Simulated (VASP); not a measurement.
**In3As: single point with r2SCAN**

The system is In3As.

```
In As
1.0
     4.67168    0.00000    0.00000
     0.00000    4.67168    0.00000
     0.00000    0.00000    4.67168
In As
3 1
Cartesian
  2.3358 2.3358 0.0000
  2.3358 0.0000 2.3358
  0.0000 2.3358 2.3358
  0.0000 0.0000 0.0000
```

| Property | Result |
| --- | --- |
| Program | VASP 6.6.1 |
| Task | single point |
| Functional | r2SCAN |
| Potentials or basis | VASP PAW PBE potentials, release 64 (In_d, As) |
| Cutoff | 520 eV |
| k mesh | 5 × 5 × 5 |
| Occupations | fermi-dirac, width 0.005 eV |
| Spin | no spin polarisation |
| Dipole correction | no |
| Further INCAR settings | ALGO = Normal; EDIFF = 1e-06; NBANDS = 30 |

```json
{"Pressure": "-0.4 GPa", "Band gap on the k mesh": "zero (band 22 reaches 7.13 eV, above the bottom of band 23 at 4.83 eV)"}
```

Levels at points of the mesh, in eV from the Fermi level:
| k point | band 19 | band 20 | band 21 | band 22 | band 23 | band 24 | band 25 | band 26 |
| --- | --- | --- | --- | --- | --- | --- | --- | --- |
| (0.00, 0.00, 0.00) | -3.19 | -3.19 | -2.01 | -2.01 | 2.00 | 2.00 | 2.00 | 4.66 |

Wall time 72 s on 1 thread of Intel(R) Xeon(R) Platinum 8488C (Sapphire Rapids), with other jobs on the host, peak memory 0.22 GiB.

Caveat: the PAW data sets were made with another functional, which shifts forces and pressure a little; spin-orbit coupling is left out, which moves the levels of the heavy elements.
